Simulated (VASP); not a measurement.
# GaBi2Sb3S (P-62m) in VASP: notebook

Runs on GaBi2Sb3S. Level: PBE. Tasks: single point, relaxation of cell and atoms.

Program: VASP 6.6.1. These are calculated values, not measurements. Logs are shortened: lines on timing, memory, paths and dates and some standing lists are left out, and cuts for length are marked.

**1. The cell of the first run**

It takes space group P-62m (No. 189, hexagonal). Conventional cell: a = 6.404 Å, b = 6.404 Å, c = 5.385 Å, α = 90.00°, β = 90.00°, γ = 120.00°. Within 3.7 Å of Ga (site symmetry -62m) lie 2 S at 2.69 Å and 6 Sb at 2.77 to 3.63 Å. Within 3.7 Å of Sb (site symmetry m2m) lie 2 Ga at 2.77 to 3.63 Å and 4 Sb at 3.29 Å and 4 Bi at 3.29 Å. Bi (site symmetry -6) has 6 Sb at 3.29 Å and 3 S at 3.70 Å and 3 Bi at 3.70 Å within 4.3 Å. Within 3.7 Å of S (site symmetry -62m) lie 2 Ga at 2.69 Å and 6 Bi at 3.70 Å.

The cell was built from a structure type or drawn by symmetry, and may not be a known phase.

**2. Single point, PBE**

Contents of INCAR:

```
ALGO = Normal
EDIFF = 1E-6
ENCUT = 520
GGA = PE
ISIF = 2
ISMEAR = 0
LASPH = T
LCHARG = T
LELF = T
LREAL = F
LVHAR = T
LWAVE = F
NBANDS = 41
NELM = 100
PREC = Accurate
SIGMA = 0.1
```

Contents of KPOINTS:

```
k-points
0
Gamma
  6 6 6
```

Contents of POSCAR:

```
GaBi2Sb3S
1.0
    6.4041939276      0.0000000000      0.0000000000
   -3.2020969638      5.5461946321      0.0000000000
    0.0000000000      0.0000000000      5.3847926051
Ga Sb Bi S
1 3 2 1
Direct
    0.0000000000      0.0000000000      0.0000000000
    0.5669321567      0.0000000000      0.0000000000
    0.0000000000      0.5669321567      0.0000000000
    0.4330678433      0.4330678433      0.0000000000
    0.3333333333      0.6666666667      0.5000000000
    0.6666666667      0.3333333333      0.5000000000
    0.0000000000      0.0000000000      0.5000000000
```

Potentials or basis: VASP PAW PBE potentials, release 64 (Ga_d, Sb, Bi_d, S).

Run with:

```console
$ cat potpaw_PBE.64/Ga_d/POTCAR potpaw_PBE.64/Sb/POTCAR potpaw_PBE.64/Bi_d/POTCAR potpaw_PBE.64/S/POTCAR > POTCAR
$ mpirun -np 1 vasp_std > vasp.out
```

OUTCAR:

```text
EDIFF = 1E-6
   ENCUT = 520
   GGA = PE
   ISIF = 2
   ISMEAR = 0
   LASPH = T
   LREAL = F
   NELM = 100
   PREC = Accurate

 ion  position               nearest neighbor table
   1  0.000  0.000  0.000-   7 2.69   7 2.69   2 2.77   3 2.77   4 2.77
   2  0.567  0.000  0.000-   1 2.77   4 3.29   3 3.29   4 3.29   3 3.29   6 3.29   6 3.29   5 3.29
                             5 3.29
   3  0.000  0.567  0.000-   1 2.77   4 3.29   4 3.29   2 3.29   2 3.29   5 3.29   5 3.29   6 3.29
                             6 3.29
   4  0.433  0.433  0.000-   1 2.77   3 3.29   3 3.29   2 3.29   2 3.29   6 3.29   6 3.29   5 3.29
                             5 3.29
   5  0.333  0.667  0.500-   3 3.29   3 3.29   2 3.29   2 3.29   4 3.29   4 3.29   6 3.70   6 3.70
                             6 3.70
   6  0.667  0.333  0.500-   2 3.29   2 3.29   3 3.29   3 3.29   4 3.29   4 3.29   5 3.70   5 3.70
                             5 3.70
   7  0.000  0.000  0.500-   1 2.69   1 2.69

  LATTYP: Found a hexagonal cell.
 ALAT       =     6.4041939276
 C/A-ratio  =     0.8408228523

  Lattice vectors:

 A1 = (   6.4041939276,   0.0000000000,   0.0000000000)
 A2 = (  -3.2020969638,   5.5461946321,   0.0000000000)
 A3 = (   0.0000000000,   0.0000000000,   5.3847926051)

Analysis of symmetry for initial positions (statically):
=====================================================================
 Subroutine PRICEL returns:
 Original cell was already a primitive cell.

 Routine SETGRP: Setting up the symmetry group for a
 hexagonal supercell.

 Subroutine GETGRP returns: Found 12 space group operations
 (whereof 12 operations were pure point group operations)
 out of a pool of 24 trial point group operations.

The static configuration has the point symmetry D_3h.

Analysis of symmetry for dynamics (positions and initial velocities):
=====================================================================
 Subroutine PRICEL returns:
 Original cell was already a primitive cell.

 Routine SETGRP: Setting up the symmetry group for a
 hexagonal supercell.

 Subroutine GETGRP returns: Found 12 space group operations
 (whereof 12 operations were pure point group operations)
 out of a pool of 24 trial point group operations.

The dynamic configuration has the point symmetry D_3h.

 Subroutine INISYM returns: Found 12 space group operations
 (whereof 12 operations are pure point group operations),
 and found     1 'primitive' translations

----------------------------------------------------------------------------------------
[... 104 lines left out ...]
   LREAL  =      F    real-space projection
   EDIFFG = 0.1E-04   stopping-criterion for IOM
   NSW    =      0    number of steps for IOM
   IBRION =     -1    ionic relax: 0-MD 1-quasi-New 2-CG
   NFREE  =      0    steps in history (QN), initial steepest desc. (CG)
   ISIF   =      2    stress and relaxation
   ISYM   =      2    0-nonsym 1-usesym 2-fastsym
   POTIM  = 0.5000    time-step for ionic-motion
   TEBEG  =    0.0;   TEEND  =   0.0 temperature during run
   PSTRESS=    0.0 pullay stress
   NELECT =      64.0000    total number of electrons
   NUPDOWN=      -1.0000    fix difference up-down
   EMIN   =  10.00;   EMAX   =-10.00  energy-range for DOS
   EFERMI =   0.00;   METHOD = LEGACY
   ISMEAR =     0;   SIGMA  =   0.10  broadening in eV -4-tet -1-fermi 0-gaus
   EFERMI_NEDOS =   21; number of points for ismear=-14 and -15
   IALGO  =     38    algorithm
   IMIX   =      4    mixing-type and parameters
     AMIX     =   0.40;   BMIX     =  1.00
     AMIX_MAG =   1.60;   BMIX_MAG =  1.00
  volume/ion in A,a.u.               =      27.32       184.39
  Fermi-wavevector in a.u.,A,eV,Ry     =   1.136559  2.147785 17.575547  1.291766
  Thomas-Fermi vector in A             =   2.273264
   LORBIT       =      0    0 simple, 1 ext, 2 COOP (PROOUT), +10 PAW based schemes
   GGA     = PE    functional components
   LHFCALC =     F    Hartree Fock is set to
   AEXX    =    0.0000 exact exchange contribution
   IVDW    =     0    specifies the selected vdW correction
   LEPSILON=     F    determine dielectric tensor
   LRPA    =     F    only Hartree local field effects (RPA)
 non-spin polarized calculation
 Gauss-broadening in eV      SIGMA  =   0.10
  energy-cutoff  :      520.00
  volume of cell :      191.26
 maximum number of plane-waves:      5174
 NGX is ok and might be reduce to    48
   NGX = 23   NGY = 23   NGZ = 21

 number of electron      63.9999987 magnetization

 Free energy of the ion-electron system (eV)
  ---------------------------------------------------
  ext. energy  EPLUGINS =         0.00000000
  ---------------------------------------------------
  free energy    TOTEN  =       -26.21523250 eV

  energy without entropy =      -26.20438560  energy(sigma->0) =      -26.20980905

 E-fermi :   6.7969     XC(G=0):  -9.9817

 val. band max:        6.7643156419   @ k =   0.1667   0.1667   0.3333
 cond. band min:       6.8445794299   @ k =   0.3333   0.3333   0.0000
 fundamental gap:      0.0802637880
 Fermi energy:         6.7969028167

 k-point     1 :       0.0000    0.0000    0.0000
  band No.  band energies     occupation
      1     -16.3988      2.00000
      2     -16.3902      2.00000
      3     -16.3902      2.00000
      4     -16.3862      2.00000
      5     -16.3862      2.00000
      6     -16.3706      2.00000
[... 1045 lines left out ...]
     40      10.4154      0.00000
     41      10.9091      0.00000

 [... further k-points ...]
[... 5 lines left out ...]
  --------------------------------------------------------------------------------------
  -------------------------------------------------------------------------------------
  Total       -0.0822938     -0.0822938     -0.1108864      0.0000000      0.0000000     -0.0000000
  in kB       -0.6893651     -0.6893651     -0.9288812      0.0000000      0.0000000     -0.0000000
  external PRESSURE =      -0.7692038 kB  Pullay stress =       0.0000000 kB

 VOLUME and BASIS-vectors are now :
 -----------------------------------------------------------------------------
  energy-cutoff  :      520.00
  volume of cell :      191.26
      direct lattice vectors                 reciprocal lattice vectors
     6.404193928  0.000000000  0.000000000     0.156147676  0.090151903  0.000000000
    -3.202096964  5.546194632  0.000000000     0.000000000  0.180303806  0.000000000
     0.000000000  0.000000000  5.384792605     0.000000000  0.000000000  0.185708174

 POSITION                                       TOTAL-FORCE (eV/Angst)
 -----------------------------------------------------------------------------------
      0.00000      0.00000      0.00000         0.000000      0.000000     -0.000000
      3.63074      0.00000      0.00000        -0.010810      0.000000      0.000000
     -1.81537      3.14432      0.00000         0.005405     -0.009362     -0.000000
      1.38673      2.40188      0.00000         0.005405      0.009362      0.000000
     -0.00000      3.69746      2.69240         0.000000     -0.000000     -0.000000
      3.20210      1.84873      2.69240         0.000000      0.000000     -0.000000
      0.00000      0.00000      2.69240         0.000000      0.000000     -0.000000
 -----------------------------------------------------------------------------------
    total drift:                               -0.000008     -0.000014      0.000003

  FREE ENERGIE OF THE ION-ELECTRON SYSTEM (eV)
  ---------------------------------------------------
  free  energy   TOTEN  =       -26.2152324992 eV

  energy  without entropy=      -26.2043855955  energy(sigma->0) =      -26.20980905
```

stdout:

```text
POSCAR found type information on POSCAR GaSbBiS
 POSCAR found :  4 types and       7 ions
 scaLAPACK will be used
 LDA part: xc-table for (Slater+PW92), standard interpolation
 POSCAR, INCAR and KPOINTS ok, starting setup
 FFT: planning ... GRIDC
 FFT: planning ... GRID_SOFT
 FFT: planning ... GRID
 WAVECAR not read
 entering main loop
```

Wall time 6 min (1 thread of Intel Xeon 8259CL, shared host); peak memory 0.43 GiB.

What came out:

| Property | Result |
| --- | --- |
| Free energy | -26.2152 eV |
| Pressure | -0.1 GPa |
| Largest force | 0.011 eV/Å |
| Band gap on the k mesh | zero (bands 32 and 33 overlap by 2.14 eV) |

Forces on the atoms (eV/Å):
```
Ga   0.000  0.000  0.000
Sb  -0.011  0.000  0.000
Sb   0.005 -0.009  0.000
Sb   0.005  0.009  0.000
Bi   0.000  0.000  0.000
Bi   0.000  0.000  0.000
S    0.000  0.000  0.000
```

Caveat: spin-orbit coupling is left out, which moves the levels of the heavy elements.

**3. Relaxation of cell and atoms, PBE**

This run uses another cell than the first one, of 27.75 Å³/atom.

Contents of INCAR:

```
SYSTEM = GaBi2Sb3S
ALGO     = Normal         ! electronic algorithm
EDIFF    = 1E-6           ! SCF threshold, eV
EDIFFG   = -0.01          ! ionic threshold
ENCUT    = 600            ! plane-wave cutoff, eV
GGA      = PE             ! functional
IBRION   = 2              ! ionic algorithm
ISIF     = 3              ! what is computed and relaxed
ISMEAR   = 0              ! smearing method
LASPH    = .True.         ! aspherical terms in the spheres
LCHARG   = .False.        ! write CHGCAR
LREAL    = .False.        ! projectors in reciprocal space
LWAVE    = .False.        ! write WAVECAR
NELM     = 100            ! most SCF steps
NSW      = 100            ! ionic steps
PREC     = Accurate       ! precision mode
SIGMA    = 0.1            ! smearing width, eV
```

Contents of KPOINTS:

```
k-points
0
Gamma
  6 6 6
  0 0 0
```

Contents of POSCAR:

```
GaBi2Sb3S
1.0
    6.6628021283      0.0000000000      0.0000000000
   -3.3314010641      5.7701559035      0.0000000000
    0.0000000000      0.0000000000      5.0531561718
Ga Sb Bi S
1 3 2 1
Direct
    0.0000000000      0.0000000000      0.0000000000
    0.5845459771      0.0000000000      0.0000000000
    0.0000000000      0.5845459771      0.0000000000
    0.4154540229      0.4154540229      0.0000000000
    0.3333333333      0.6666666667      0.5000000000
    0.6666666667      0.3333333333      0.5000000000
    0.0000000000      0.0000000000      0.5000000000
```

Potentials or basis: VASP PAW PBE potentials, release 64 (Ga_d, Sb, Bi_d, S).

Run with:

```console
$ cat potpaw_PBE.64/Ga_d/POTCAR potpaw_PBE.64/Sb/POTCAR potpaw_PBE.64/Bi_d/POTCAR potpaw_PBE.64/S/POTCAR > POTCAR
$ mpirun -np 1 vasp_std > vasp.out
```

Run time: 1.6 h. Hardware: 1 thread of Intel Xeon 8259CL, shared host; peak memory 0.54 GiB.

Results (log left out):

```yaml
Free_energy: -26.2151 eV
Relaxed_volume: 27.29 Å³/atom
Relaxed_cell: a = 6.402 Å, b = 6.402 Å, c = 5.383 Å, α = 90.00°, β = 90.00°, γ = 120.00°
Space_group_after_relaxing_to_0.1_Å: P-62m (No. 189)
Energy_gained_by_relaxing: 13.0 meV/atom
Ionic_steps: 25
Pressure_after_relaxing: 0.0 GPa
Band_gap_on_the_k_mesh: zero (bands 32 and 33 overlap by 2.14 eV)
```

Step by step:
```tsv
step	energy change (eV)	largest force (eV/Å)	pressure (GPa)	volume (Å³)
1	0.0000	0.0273	0.35	194.27
2	-0.0028	0.0430	-0.16	195.97
3	-0.0028	0.0430	-0.16	195.98
4	-0.0057	0.0682	-0.24	195.92
5	-0.0185	0.1336	-0.39	195.73
6	-0.0459	0.2148	-0.63	195.22
7	-0.0336	0.3236	-0.75	193.75
8	-0.0539	0.2494	-0.73	194.85
9	-0.0550	0.2613	-0.76	194.69
10	-0.0560	0.2627	-0.73	194.54
11	-0.0583	0.2670	-0.66	194.09
12	-0.0601	0.2774	-0.50	193.18
13	-0.0627	0.2694	-0.44	192.92
14	-0.0692	0.2454	-0.21	192.16
15	-0.0772	0.1973	0.23	190.64
16	-0.0721	0.1034	1.20	187.62
17	-0.0787	0.1666	0.53	189.66
18	-0.0825	0.1348	0.39	190.13
19	-0.0879	0.0470	-0.01	191.54
20	-0.0880	0.0385	-0.06	191.68
21	-0.0885	0.0345	-0.05	191.60
22	-0.0897	0.0230	-0.02	191.35
23	-0.0908	0.0003	0.06	190.84
24	-0.0908	0.0023	-0.07	191.29
25	-0.0909	0.0012	-0.01	191.05
```

Final structure:
```xyz
7
Lattice="6.4019 0.0000 0.0000 -3.2009 5.5442 0.0000 0.0000 0.0000 5.3827" Properties=species:S:1:pos:R:3 pbc="T T T"
Ga    0.0000    0.0000    0.0000
Sb    0.4251    5.5442    0.0000
Sb    4.5888    3.1403    0.0000
Sb    1.3879    2.4039    0.0000
Bi    0.0000    3.6961    2.6913
Bi    3.2009    1.8481    2.6913
S     0.0000    0.0000    2.6913
```

Levels at points of the mesh, in eV from the Fermi level:
```csv
k point,band 29,band 30,band 31,band 32,band 33,band 34,band 35,band 36
"(0.00, 0.00, 0.00)",-1.48,-1.16,-0.94,-0.94,-0.55,-0.55,1.36,1.36
"(0.50, 0.00, 0.00)",-1.95,-1.43,-0.98,-0.58,0.20,0.57,0.93,1.44
"(0.00, 0.00, 0.50)",-2.42,-0.58,-0.45,1.59,1.61,1.61,3.03,3.07
"(0.50, 0.00, 0.50)",-0.89,-0.45,-0.29,-0.28,0.88,0.98,1.59,1.76
```

Caveat: spin-orbit coupling is left out, which moves the levels of the heavy elements.
